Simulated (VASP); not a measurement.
# Ge2Mo (I4/mmm) in VASP: a series of runs, part 2 of 2

VASP 6.6.1. Earlier steps stand in the parts before.

### Step 3. Single point, LDA

This run uses another cell than the first one, of 14.20 Å³/atom.

INCAR

```
SYSTEM = Ge2Mo
ALGO     = Normal         ! electronic algorithm
EDIFF    = 1E-7           ! SCF threshold, eV
ENCUT    = 520            ! plane-wave cutoff, eV
GGA      = CA             ! functional
ISIF     = 2              ! what is computed and relaxed
ISMEAR   = -1             ! smearing method
LASPH    = .TRUE.         ! aspherical terms in the spheres
LCHARG   = .FALSE.        ! write CHGCAR
LREAL    = .FALSE.        ! projectors in reciprocal space
LWAVE    = .FALSE.        ! write WAVECAR
NBANDS   = 28             ! bands
NELM     = 100            ! most SCF steps
PREC     = Accurate       ! precision mode
SIGMA    = 0.15           ! smearing width, eV
```

KPOINTS

```
k-points
0
G
  18 18 18
  0 0 0
```

POSCAR

```
Ge2Mo
1.0
   -1.6234104948      1.6234104948      4.0396983859
    1.6234104948     -1.6234104948      4.0396983859
    1.6234104948      1.6234104948     -4.0396983859
Ge Mo
2 1
Direct
    0.6626419100      0.6626419100      0.0000000000
    0.3373580900      0.3373580900      0.0000000000
    0.0000000000      0.0000000000      0.0000000000
```

Potentials or basis: VASP PAW LDA potentials, release 64 (Ge_d, Mo_sv).

On the command line:

```sh
cat potpaw_LDA.64/Ge_d/POTCAR potpaw_LDA.64/Mo_sv/POTCAR > POTCAR
mpirun -np 1 vasp_std > vasp.out
```

OUTCAR:

```text
SYSTEM = Ge2Mo
   EDIFF = 1E-7
   ENCUT = 520
   GGA = CA
   ISIF = 2
   ISMEAR = -1
   LASPH = .TRUE.
   LREAL = .FALSE.
   NELM = 100
   PREC = Accurate

 ion  position               nearest neighbor table
   1  0.663  0.663  0.000-   2 2.63   3 2.65   3 2.65   3 2.65   3 2.65   2 2.70   2 2.70   2 2.70
                             2 2.70   3 2.73
   2  0.337  0.337  0.000-   1 2.63   3 2.65   3 2.65   3 2.65   3 2.65   1 2.70   1 2.70   1 2.70
                             1 2.70   3 2.73
   3  0.000  0.000  0.000-   1 2.65   2 2.65   1 2.65   2 2.65   1 2.65   2 2.65   2 2.65   1 2.65
                             1 2.73   2 2.73

  LATTYP: Found a body centered tetragonal cell.
 ALAT       =     3.2468209896
 C/A-ratio  =     2.4884022857

  Lattice vectors:

 A1 = (  -1.6234104948,   1.6234104948,   4.0396983859)
 A2 = (   1.6234104948,  -1.6234104948,   4.0396983859)
 A3 = (   1.6234104948,   1.6234104948,  -4.0396983859)

Analysis of symmetry for initial positions (statically):
=====================================================================
 Subroutine PRICEL returns:
 Original cell was already a primitive cell.

 Routine SETGRP: Setting up the symmetry group for a
 body centered tetragonal supercell.

 Subroutine GETGRP returns: Found 16 space group operations
 (whereof 16 operations were pure point group operations)
 out of a pool of 16 trial point group operations.

The static configuration has the point symmetry D_4h.

Analysis of symmetry for dynamics (positions and initial velocities):
=====================================================================
 Subroutine PRICEL returns:
 Original cell was already a primitive cell.

 Routine SETGRP: Setting up the symmetry group for a
 body centered tetragonal supercell.

 Subroutine GETGRP returns: Found 16 space group operations
 (whereof 16 operations were pure point group operations)
 out of a pool of 16 trial point group operations.

The dynamic configuration has the point symmetry D_4h.

 Subroutine INISYM returns: Found 16 space group operations
 (whereof 16 operations are pure point group operations),
 and found     1 'primitive' translations

----------------------------------------------------------------------------------------

                                     Primitive cell

  volume of cell :      42.5859

  direct lattice vectors                    reciprocal lattice vectors
    -1.623410495  1.623410495  4.039698386     0.000000000  0.307993574  0.123771617
     1.623410495 -1.623410495  4.039698386     0.307993574  0.000000000  0.123771617
     1.623410495  1.623410495 -4.039698386     0.307993574  0.307993574  0.000000000

  length of vectors
     4.646513351  4.646513351  4.646513351     0.331932907  0.331932907  0.435568689

  position of ions in fractional coordinates (direct lattice)
     0.662641910  0.662641910  0.000000000
     0.337358090  0.337358090  0.000000000
     0.000000000  0.000000000  0.000000000

  ion indices of the primitive-cell ions
   primitive index   ion index
                 1           1
                 2           2
                 3           3

----------------------------------------------------------------------------------------

 KPOINTS: k-points

Automatic generation of k-mesh.
 Grid dimensions read from file:
 generate k-points for:   18   18   18

 Generating k-lattice:

  Cartesian coordinates                     Fractional coordinates (reciprocal lattice)
     0.000000000  0.017110754  0.006876201     0.055555556 -0.000000000  0.000000000
     0.017110754  0.000000000  0.006876201    -0.000000000  0.055555556  0.000000000
     0.017110754  0.017110754  0.000000000     0.000000000  0.000000000  0.055555556

  Length of vectors
     0.018440717  0.018440717  0.024198261

  Shift w.r.t. Gamma in fractional coordinates (k-lattice)
     0.000000000  0.000000000  0.000000000

 Subroutine IBZKPT returns following result:
 ===========================================

 Found    480 irreducible k-points:

 Following reciprocal coordinates:
            Coordinates               Weight
  0.000000  0.000000  0.000000      1.000000
  0.055556 -0.000000  0.000000      8.000000
  0.111111 -0.000000  0.000000      8.000000
  0.166667 -0.000000  0.000000      8.000000
  0.222222  0.000000 -0.000000      8.000000
  0.277778  0.000000  0.000000      8.000000
[... 16 lines left out ...]
 -0.277778  0.055556  0.000000     16.000000
 -0.222222  0.055556  0.000000     16.000000
 [... further k-points ...]
   k-points           NKPTS =    480   k-points in BZ     NKDIM =    480   number of bands    NBANDS=     28
   number of dos      NEDOS =    301   number of ions     NIONS =      3
   total plane-waves  NPLWV =  46656
   dimension x,y,z NGX =    36 NGY =   36 NGZ =   36
   dimension x,y,z NGXF=    72 NGYF=   72 NGZF=   72
   ions per type =               2   1
   NGX,Y,Z   is equivalent  to a cutoff of  12.88, 12.88, 12.88 a.u.
   NGXF,Y,Z  is equivalent  to a cutoff of  25.76, 25.76, 25.76 a.u.
 SYSTEM =  Ge2Mo
   PREC   = accura    normal or accurate (medium, high low for compatibility)
   ISTART =      0    job   : 0-new  1-cont  2-samecut
   ICHARG =      2    charge: 1-file 2-atom 10-const
   ISPIN  =      1    spin polarized calculation?
   LNONCOLLINEAR =      F non collinear calculations
   LSORBIT =      F    spin-orbit coupling
   LASPH  =      T    aspherical Exc in radial PAW
   ENCUT  =  520.0 eV  38.22 Ry    6.18 a.u.   8.64  8.64  8.64*2*pi/ulx,y,z
   NELM   =    100;   NELMIN=  2; NELMDL= -5     # of ELM steps
   EDIFF  = 0.1E-06   stopping-criterion for ELM
   LREAL  =      F    real-space projection
   EDIFFG = 0.1E-05   stopping-criterion for IOM
   NSW    =      0    number of steps for IOM
   IBRION =     -1    ionic relax: 0-MD 1-quasi-New 2-CG
   NFREE  =      0    steps in history (QN), initial steepest desc. (CG)
   ISIF   =      2    stress and relaxation
   ISYM   =      2    0-nonsym 1-usesym 2-fastsym
   POTIM  = 0.5000    time-step for ionic-motion
   TEBEG  =    0.0;   TEEND  =   0.0 temperature during run
   PSTRESS=    0.0 pullay stress
   NELECT =      42.0000    total number of electrons
   NUPDOWN=      -1.0000    fix difference up-down
   EMIN   =  10.00;   EMAX   =-10.00  energy-range for DOS
   EFERMI =   0.00;   METHOD = LEGACY
   ISMEAR =    -1;   SIGMA  =   0.15  broadening in eV -4-tet -1-fermi 0-gaus
   EFERMI_NEDOS =   21; number of points for ismear=-14 and -15
   IALGO  =     38    algorithm
   IMIX   =      4    mixing-type and parameters
     AMIX     =   0.40;   BMIX     =  1.00
     AMIX_MAG =   1.60;   BMIX_MAG =  1.00
  volume/ion in A,a.u.               =      14.20        95.79
  Fermi-wavevector in a.u.,A,eV,Ry     =   1.629556  3.079415 36.129644  2.655454
  Thomas-Fermi vector in A             =   2.722003
   LORBIT       =      0    0 simple, 1 ext, 2 COOP (PROOUT), +10 PAW based schemes
   GGA     = CA    functional components
   LHFCALC =     F    Hartree Fock is set to
   AEXX    =    0.0000 exact exchange contribution
   IVDW    =     0    specifies the selected vdW correction
   LEPSILON=     F    determine dielectric tensor
   LRPA    =     F    only Hartree local field effects (RPA)
 non-spin polarized calculation
  energy-cutoff  :      520.00
  volume of cell :       42.59
 maximum number of plane-waves:      1164
   NGX = 17   NGY = 17   NGZ = 17

 number of electron      42.0000010 magnetization

 Free energy of the ion-electron system (eV)
  ---------------------------------------------------
  ext. energy  EPLUGINS =         0.00000000
  ---------------------------------------------------
  free energy    TOTEN  =       -23.23419405 eV

  energy without entropy =      -23.18025457  energy(sigma->0) =      -23.20722431

 E-fermi :  11.1031     XC(G=0): -13.4583

 val. band max:       11.0954129736   @ k =   0.3333   0.2222   0.1111
 cond. band min:      11.1125626909   @ k =  -0.3889   0.5000   0.3333
 fundamental gap:      0.0171497173
 Fermi energy:        11.1031320851

 k-point     1 :       0.0000    0.0000    0.0000
  band No.  band energies     occupation
      1     -49.3535      2.00000
      2     -23.7025      2.00000
      3     -23.6219      2.00000
      4     -23.6219      2.00000
      5     -13.7231      2.00000
      6     -13.7220      2.00000
[... 20 lines left out ...]
     27      16.2521      0.00000
[... 691 lines left out ...]
      6     -13.7111      2.00000
[... 20 lines left out ...]
     27      17.4231      0.00000
     28      20.8725      0.00000

 [... further k-points ...]

------------------------ aborting loop because EDIFF is reached ----------------------------------------

  FORCE on cell =-STRESS in cart. coord.  units (eV):
  Direction    XX          YY          ZZ          XY          YZ          ZX
  --------------------------------------------------------------------------------------
  -------------------------------------------------------------------------------------
  Total        1.5323067      1.5323067      1.5400297      0.0000000     -0.0000000     -0.0000000
  in kB       57.6488501     57.6488501     57.9394077      0.0000000     -0.0000000     -0.0000000
  external PRESSURE =      57.7457026 kB  Pullay stress =       0.0000000 kB

 VOLUME and BASIS-vectors are now :
 -----------------------------------------------------------------------------
  energy-cutoff  :      520.00
  volume of cell :       42.59
      direct lattice vectors                 reciprocal lattice vectors
    -1.623410495  1.623410495  4.039698386     0.000000000  0.307993574  0.123771617
     1.623410495 -1.623410495  4.039698386     0.307993574  0.000000000  0.123771617
     1.623410495  1.623410495 -4.039698386     0.307993574  0.307993574  0.000000000

 POSITION                                       TOTAL-FORCE (eV/Angst)
 -----------------------------------------------------------------------------------
      0.00000      0.00000      5.35375        -0.000000     -0.000000      0.016819
      0.00000      0.00000      2.72565         0.000000      0.000000     -0.016819
      0.00000      0.00000      0.00000         0.000000      0.000000     -0.000000
 -----------------------------------------------------------------------------------
    total drift:                               -0.000000     -0.000000      0.000000

  FREE ENERGIE OF THE ION-ELECTRON SYSTEM (eV)
  ---------------------------------------------------
  free  energy   TOTEN  =       -23.2341940459 eV

  energy  without entropy=      -23.1802545709  energy(sigma->0) =      -23.20722431
```

It took 5 min on 1 thread of Intel Xeon 6975P-C (Granite Rapids), shared host; peak memory 0.57 GiB.

What came out:

| Property | Result |
| --- | --- |
| Free energy | -23.2342 eV |
| Pressure | 5.8 GPa |
| Largest force | 0.017 eV/Å |
| Band gap on the k mesh | zero (bands 21 and 22 overlap by 0.88 eV) |

Forces in eV/Å, atoms in the order of the input:
```
Ge   0.000  0.000  0.017
Ge   0.000  0.000 -0.017
Mo   0.000  0.000  0.000
```

Caveat: the cell stands under pressure.

The gap in the log of VASP goes by the Fermi energy; the results here count the filled bands.